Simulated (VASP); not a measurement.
# Ca (P-1) in VASP: further runs

The runs below take Ca through single point, with PBE, LDA.

Everything below comes from runs of VASP 6.6.1. Logs are shortened: lines on timing, memory, paths and dates and some standing lists are left out, and cuts for length are marked.

### 1 The cell of the first run

The typed cell holds 1 atom: a = 3.848 Å, b = 3.867 Å, c = 3.731 Å, α = 109.59°, β = 109.51°, γ = 109.37°.

### 2 Single point, PBE (the cell strained at random)

File INCAR:

```
PREC     = Accurate       # precision mode
ENCUT    = 520            # plane-wave cutoff, eV
EDIFF    = 1E-6           # SCF threshold, eV
ISMEAR   = -1             # smearing method
SIGMA    = 0.03           # smearing width, eV
LREAL    = F              # projectors in reciprocal space
LASPH    = T              # aspherical terms in the spheres
NELM     = 100            # most SCF steps
ALGO     = Normal         # electronic algorithm
ISIF     = 2              # what is computed and relaxed
LWAVE    = F              # write WAVECAR
LCHARG   = F              # write CHGCAR
GGA      = PE             # functional
NBANDS   = 11             # bands
```

File KPOINTS:

```
regular mesh
0
Gamma
  6 6 6
```

File POSCAR:

```
Ca
1.0
   -2.2057270000      2.2381670000      2.2217700000
    2.2496840000     -2.2103990000      2.2380270000
    2.1315490000      2.1362220000     -2.1938880000
Ca
1
Direct
    0.5026600000      0.4844030000     -0.0114680000
```

Potentials or basis: VASP PAW PBE potentials, release 64 (Ca_sv).

Started as:

```sh
$ cat potpaw_PBE.64/Ca_sv/POTCAR > POTCAR
$ mpirun -np 1 vasp_std > vasp.out
```

OUTCAR:

```text
PREC = Accurate
   ENCUT = 520
   EDIFF = 1E-6
   ISMEAR = -1
   LREAL = F
   LASPH = T
   NELM = 100
   ISIF = 2
   GGA = PE

 ion  position               nearest neighbor table
   1  0.503  0.484  0.989-

  LATTYP: Found a triclinic cell.
 ALAT       =     9.9177541098
 B/A-ratio  =     0.6348297503
 C/A-ratio  =     0.3761903813
 COS(alpha) =     0.0017821585
 COS(beta)  =     0.2477447798
 COS(gamma) =     0.9517554261

  Lattice vectors:

 A1 = (   4.5295890000,  -8.8229550000,  -0.0116250000)
 A2 = (   4.4554110000,  -4.4485660000,   0.0162570000)
 A3 = (  -2.1315490000,  -2.1362220000,   2.1938880000)

Analysis of symmetry for initial positions (statically):
=====================================================================
 Subroutine PRICEL returns:
 Original cell was already a primitive cell.

 Routine SETGRP: Setting up the symmetry group for a
 triclinic supercell.

 Subroutine GETGRP returns: Found  2 space group operations
 (whereof  1 operations were pure point group operations)
 out of a pool of  2 trial point group operations.

The static configuration has the point symmetry C_1 .
 The point group associated with its full space group is S_2 .

Analysis of symmetry for dynamics (positions and initial velocities):
=====================================================================
 Subroutine PRICEL returns:
 Original cell was already a primitive cell.

 Routine SETGRP: Setting up the symmetry group for a
 triclinic supercell.

 Subroutine GETGRP returns: Found  2 space group operations
 (whereof  1 operations were pure point group operations)
 out of a pool of  2 trial point group operations.

The dynamic configuration has the point symmetry C_1 .
 The point group associated with its full space group is S_2 .

 Subroutine INISYM returns: Found  2 space group operations
 (whereof  1 operations are pure point group operations),
 and found     1 'primitive' translations

----------------------------------------------------------------------------------------

                                     Primitive cell

  volume of cell :      42.7182

  direct lattice vectors                    reciprocal lattice vectors
    -2.205727000  2.238167000  2.221770000     0.001602253  0.227210447  0.222794981
     2.249684000 -2.210399000  2.238027000     0.226050818  0.002418323  0.221982375
     2.131549000  2.136222000 -2.193888000     0.232221367  0.232565030 -0.003736856

  length of vectors
     3.848491269  3.867260877  3.730963700     0.318221241  0.316829600  0.328674947

  position of ions in fractional coordinates (direct lattice)
     0.502660000  0.484403000  0.988532000

  ion indices of the primitive-cell ions
   primitive index   ion index
                 1           1

----------------------------------------------------------------------------------------

 KPOINTS: regular mesh

Automatic generation of k-mesh.
 Grid dimensions read from file:
 generate k-points for:    6    6    6

 Generating k-lattice:

  Cartesian coordinates                     Fractional coordinates (reciprocal lattice)
     0.000267042  0.037868408  0.037132497     0.166666667  0.000000000  0.000000000
     0.037675136  0.000403054  0.036997063     0.000000000  0.166666667  0.000000000
     0.038703561  0.038760838 -0.000622809    -0.000000000  0.000000000  0.166666667

  Length of vectors
     0.053036874  0.052804933  0.054779158

  Shift w.r.t. Gamma in fractional coordinates (k-lattice)
     0.000000000  0.000000000  0.000000000

 Subroutine IBZKPT returns following result:
 ===========================================

 Found    112 irreducible k-points:

 Following reciprocal coordinates:
            Coordinates               Weight
  0.000000  0.000000  0.000000      1.000000
  0.166667  0.000000  0.000000      2.000000
  0.333333  0.000000  0.000000      2.000000
  0.500000  0.000000  0.000000      1.000000
  0.000000  0.166667  0.000000      2.000000
  0.166667  0.166667  0.000000      2.000000
[... 16 lines left out ...]
  0.333333  0.000000  0.166667      2.000000
  0.500000  0.000000  0.166667      2.000000
 [... further k-points ...]
   k-points           NKPTS =    112   k-points in BZ     NKDIM =    112   number of bands    NBANDS=     11
   number of dos      NEDOS =    301   number of ions     NIONS =      1
   total plane-waves  NPLWV =  25200
   dimension x,y,z NGX =    30 NGY =   30 NGZ =   28
   dimension x,y,z NGXF=    60 NGYF=   60 NGZF=   56
   ions per type =               1
   NGX,Y,Z   is equivalent  to a cutoff of  12.96, 12.90, 12.48 a.u.
   NGXF,Y,Z  is equivalent  to a cutoff of  25.92, 25.79, 24.95 a.u.
 SYSTEM =  unknown system
   PREC   = accura    normal or accurate (medium, high low for compatibility)
   ISTART =      0    job   : 0-new  1-cont  2-samecut
   ICHARG =      2    charge: 1-file 2-atom 10-const
   ISPIN  =      1    spin polarized calculation?
   LNONCOLLINEAR =      F non collinear calculations
   LSORBIT =      F    spin-orbit coupling
   LASPH  =      T    aspherical Exc in radial PAW
   ENCUT  =  520.0 eV  38.22 Ry    6.18 a.u.   7.16  7.19  6.94*2*pi/ulx,y,z
   NELM   =    100;   NELMIN=  2; NELMDL= -5     # of ELM steps
   EDIFF  = 0.1E-05   stopping-criterion for ELM
   LREAL  =      F    real-space projection
   EDIFFG = 0.1E-04   stopping-criterion for IOM
   NSW    =      0    number of steps for IOM
   IBRION =     -1    ionic relax: 0-MD 1-quasi-New 2-CG
   NFREE  =      0    steps in history (QN), initial steepest desc. (CG)
   ISIF   =      2    stress and relaxation
   ISYM   =      2    0-nonsym 1-usesym 2-fastsym
   POTIM  = 0.5000    time-step for ionic-motion
   TEBEG  =    0.0;   TEEND  =   0.0 temperature during run
   PSTRESS=    0.0 pullay stress
   NELECT =      10.0000    total number of electrons
   NUPDOWN=      -1.0000    fix difference up-down
   EMIN   =  10.00;   EMAX   =-10.00  energy-range for DOS
   EFERMI =   0.00;   METHOD = LEGACY
   ISMEAR =    -1;   SIGMA  =   0.03  broadening in eV -4-tet -1-fermi 0-gaus
   EFERMI_NEDOS =   21; number of points for ismear=-14 and -15
   IALGO  =     38    algorithm
   IMIX   =      4    mixing-type and parameters
     AMIX     =   0.40;   BMIX     =  1.00
     AMIX_MAG =   1.60;   BMIX_MAG =  1.00
  volume/ion in A,a.u.               =      42.72       288.28
  Fermi-wavevector in a.u.,A,eV,Ry     =   1.008952  1.906643 13.850518  1.017984
  Thomas-Fermi vector in A             =   2.141851
   LORBIT       =      0    0 simple, 1 ext, 2 COOP (PROOUT), +10 PAW based schemes
   GGA     = PE    functional components
   LHFCALC =     F    Hartree Fock is set to
   AEXX    =    0.0000 exact exchange contribution
   IVDW    =     0    specifies the selected vdW correction
   LEPSILON=     F    determine dielectric tensor
   LRPA    =     F    only Hartree local field effects (RPA)
 non-spin polarized calculation
  energy-cutoff  :      520.00
  volume of cell :       42.72
 maximum number of plane-waves:      1162
 NGX is ok and might be reduce to    30
   NGX = 15   NGY = 15   NGZ = 13

 number of electron      10.0000001 magnetization

 Free energy of the ion-electron system (eV)
  ---------------------------------------------------
  ext. energy  EPLUGINS =         0.00000000
  ---------------------------------------------------
  free energy    TOTEN  =        -1.90885520 eV

  energy without entropy =       -1.90286425  energy(sigma->0) =       -1.90585972

 E-fermi :   1.9711     XC(G=0):  -7.6987

 val. band max:        1.9709300294   @ k =   0.5000   0.3333   0.5000
 cond. band min:       1.9713204274   @ k =   0.5000   0.0000   0.5000
 fundamental gap:      0.0003903980
 Fermi energy:         1.9710865521

 k-point     1 :       0.0000    0.0000    0.0000
  band No.  band energies     occupation
      1     -40.1432      2.00000
      2     -21.0647      2.00000
      3     -21.0585      2.00000
      4     -21.0540      2.00000
      5      -2.0875      2.00000
      6       4.0773      0.00000
      7       4.2783      0.00000
      8       4.3138      0.00000
      9       5.2240      0.00000
     10       5.3370      0.00000
     11      11.8434      0.00000

 k-point     2 :       0.1667    0.0000    0.0000
  band No.  band energies     occupation
      1     -40.1399      2.00000
      2     -21.0909      2.00000
      3     -21.0723      2.00000
      4     -21.0575      2.00000
      5      -1.6076      2.00000
      6       3.8576      0.00000
      7       3.9786      0.00000
      8       4.6241      0.00000
      9       5.0827      0.00000
     10       5.3310      0.00000
     11      10.9223      0.00000

 k-point     3 :       0.3333    0.0000    0.0000
  band No.  band energies     occupation
      1     -40.1333      2.00000
      2     -21.1556      2.00000
      3     -21.0931      2.00000
      4     -21.0580      2.00000
      5      -0.3100      2.00000
      6       2.9010      0.00000
      7       3.4884      0.00000
      8       5.1722      0.00000
      9       5.4268      0.00000
     10       5.5727      0.00000
     11       8.3146      0.00000

 k-point     4 :       0.5000    0.0000    0.0000
  band No.  band energies     occupation
      1     -40.1300      2.00000
      2     -21.1875      2.00000
      3     -21.1035      2.00000
      4     -21.0581      2.00000
      5       1.0203      2.00000
      6       1.8629      1.94711
      7       3.2934      0.00000
      8       5.1724      0.00000
      9       5.5650      0.00000
     10       6.2578      0.00000
     11       7.1865      0.00000
[... 239 lines left out ...]
 k-point    22 :       0.1667    0.0000    0.1667
  band No.  band energies     occupation
      1     -40.1341      2.00000
      2     -21.1411      2.00000
      3     -21.0862      2.00000
      4     -21.0661      2.00000
      5      -0.6641      2.00000
      6       3.3515      0.00000
      7       3.5764      0.00000
      8       4.9118      0.00000
      9       5.2570      0.00000
     10       5.4751      0.00000
     11       9.4962      0.00000

 k-point    23 :       0.3333    0.0000    0.1667
  band No.  band energies     occupation
      1     -40.1292      2.00000
      2     -21.1736      2.00000
      3     -21.1126      2.00000
      4     -21.0699      2.00000
      5       0.8390      2.00000
      6       2.3388      0.00001
      7       3.2213      0.00000
      8       5.0517      0.00000
      9       5.5380      0.00000
     10       6.2579      0.00000
     11       7.2553      0.00000

 k-point    24 :       0.5000    0.0000    0.1667
  band No.  band energies     occupation
      1     -40.1295      2.00000
      2     -21.1676      2.00000
      3     -21.1169      2.00000
      4     -21.0693      2.00000
      5       0.7823      2.00000
      6       2.3855      0.00000
      7       3.2167      0.00000
      8       5.0715      0.00000
      9       5.4815      0.00000
     10       6.2745      0.00000
     11       7.2891      0.00000

 [... further k-points ...]

------------------------ aborting loop because EDIFF is reached ----------------------------------------

  FORCE on cell =-STRESS in cart. coord.  units (eV):
  Direction    XX          YY          ZZ          XY          YZ          ZX
  --------------------------------------------------------------------------------------
  -------------------------------------------------------------------------------------
  Total       -0.0617321     -0.0483367     -0.0123109      0.0598845     -0.0481977     -0.0639214
  in kB       -2.3153098     -1.8129027     -0.4617291      2.2460135     -1.8076887     -2.3974201
  external PRESSURE =      -1.5299806 kB  Pullay stress =       0.0000000 kB

 VOLUME and BASIS-vectors are now :
 -----------------------------------------------------------------------------
  energy-cutoff  :      520.00
  volume of cell :       42.72
      direct lattice vectors                 reciprocal lattice vectors
    -2.205727000  2.238167000  2.221770000     0.001602253  0.227210447  0.222794981
     2.249684000 -2.210399000  2.238027000     0.226050818  0.002418323  0.221982375
     2.131549000  2.136222000 -2.193888000     0.232221367  0.232565030 -0.003736856

 POSITION                                       TOTAL-FORCE (eV/Angst)
 -----------------------------------------------------------------------------------
      2.08813      2.16604      0.03217        -0.000000     -0.000000     -0.000000
 -----------------------------------------------------------------------------------
    total drift:                               -0.000001     -0.000002     -0.000003

  FREE ENERGIE OF THE ION-ELECTRON SYSTEM (eV)
  ---------------------------------------------------
  free  energy   TOTEN  =        -1.9088551954 eV

  energy  without entropy=       -1.9028642528  energy(sigma->0) =       -1.90585972
```

It took 23 s on 1 thread of Intel Xeon Platinum 8488C (Sapphire Rapids), shared host; peak memory 0.19 GiB.

Results:

```
Free energy            : -1.9089 eV
Pressure               : -0.2 GPa
Band gap on the k mesh : zero (band 5 reaches 2.08 eV, above the bottom of band 6 at 1.83 eV)
```

Stress tensor (GPa, compression positive):
```
-0.23  0.22 -0.24
 0.22 -0.18 -0.18
-0.24 -0.18 -0.05
```

Levels at points of the mesh, in eV from the Fermi level:
```
           k point  band 2  band 3  band 4  band 5  band 6  band 7  band 8  band 9
(0.00, 0.00, 0.00)  -23.04  -23.03  -23.03   -4.06    2.11    2.31    2.34    3.25
(0.50, 0.00, 0.00)  -23.16  -23.07  -23.03   -0.95   -0.11    1.32    3.20    3.59
(0.00, 0.50, 0.00)  -23.16  -23.07  -23.03   -0.97   -0.14    1.33    3.21    3.60
(0.50, 0.50, 0.00)  -23.15  -23.07  -23.04   -0.96   -0.12    1.22    3.34    3.67
(0.00, 0.00, 0.50)  -23.18  -23.08  -23.03   -0.81    0.12    1.27    3.20    3.52
(0.50, 0.00, 0.50)  -23.18  -23.08  -23.03   -0.88    0.00    1.37    3.12    3.51
(0.00, 0.50, 0.50)  -23.17  -23.08  -23.03   -0.89   -0.02    1.35    3.14    3.53
(0.50, 0.50, 0.50)  -23.15  -23.12  -23.11    0.02    0.07    3.67    3.95    3.99
```

Caveat: the cell differs from its parent crystal (the cell strained at random).

### 3 Single point, LDA (the cell strained at random)

File INCAR:

```
SYSTEM = Ca
  ALGO = Fast
  EDIFF = 1E-7
  ENCUT = 520
  ISIF = 2
  ISMEAR = -5
  LASPH = .True.
  LCHARG = .False.
  LREAL = .False.
  LWAVE = .False.
  NBANDS = 11
  NELM = 60
  PREC = Accurate
  SIGMA = 0.05
```

File KPOINTS:

```
k-points
0
Gamma
  9 9 9
  0 0 0
```

POSCAR is that of step 2.

Potentials or basis: VASP PAW LDA potentials, release 64 (Ca_sv).

Started as:

```sh
$ cat potpaw_LDA.64/Ca_sv/POTCAR > POTCAR
$ mpirun -np 1 vasp_std > vasp.out
```

Run time: 1.8 min. Hardware: 1 thread of Intel Xeon Platinum 8488C (Sapphire Rapids), shared host; peak memory 0.28 GiB.

The run converged. Its results:

| Property | Result |
| --- | --- |
| Free energy | -2.1542 eV |
| Pressure | -2.0 GPa |
| Band gap on the k mesh | zero (band 5 reaches 1.92 eV, above the bottom of band 6 at 1.73 eV) |

Stress tensor (GPa, compression positive):
```
-2.08  0.35 -0.30
 0.35 -2.10 -0.25
-0.30 -0.25 -1.96
```

Levels at points of the mesh, in eV from the Fermi level:
```csv
k point,band 2,band 3,band 4,band 5,band 6,band 7,band 8,band 9
"(0.00, 0.00, 0.00)",-22.85,-22.85,-22.84,-4.06,1.99,2.18,2.22,3.15
```

Caveat: the cell differs from its parent crystal (the cell strained at random); tetrahedron occupations give inexact forces and stress in metals.
